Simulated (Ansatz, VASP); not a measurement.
## Two plane-wave programs on VN2

```
CELL_PARAMETERS angstrom
-2.14647 2.14647 2.45689
2.14647 -2.14647 2.45689
2.14647 2.14647 -2.45689
ATOMIC_POSITIONS crystal
V 0.25000 0.25000 0.00000
V 0.75000 0.75000 0.00000
N 0.11408 0.61408 0.72816
N 0.61408 0.88592 0.50000
N 0.88592 0.38592 0.27184
N 0.38592 0.11408 0.50000
```

Alike in both runs: task single point; functional r2SCAN; k mesh 12 × 12 × 12; occupations gaussian, width 0.1 eV; no spin polarisation.

|  | VASP | Ansatz |
| --- | --- | --- |
| version | VASP 6.6.1 | Ansatz 0.2.0 |
| potentials or method | VASP PAW PBE potentials, release 64 (V_sv, N_h), cutoff 910 eV | scalar-relativistic, plane waves, PAW |
| valence electrons in the cell | 46 | 46 |

VASP gave:

```
gap on the k mesh at the Fermi level (eV) : none
rms of the force components (eV/Å)        : 0.022
```

Question: Estimate Ansatz's values.

Answer: gap on the k mesh at the Fermi level (eV): none; rms of the force components (eV/Å): 0.000.

VASP's potentials were made for PBE, not for r2SCAN. Atom by atom the forces differ by 0.022 eV/Å (rms over components). A gap of «none» marks a metal or a gap that the smearing closes.

Noted on VASP's run: the cutoff is under 1.25 times that of the potentials, so the pressure is a little rough.
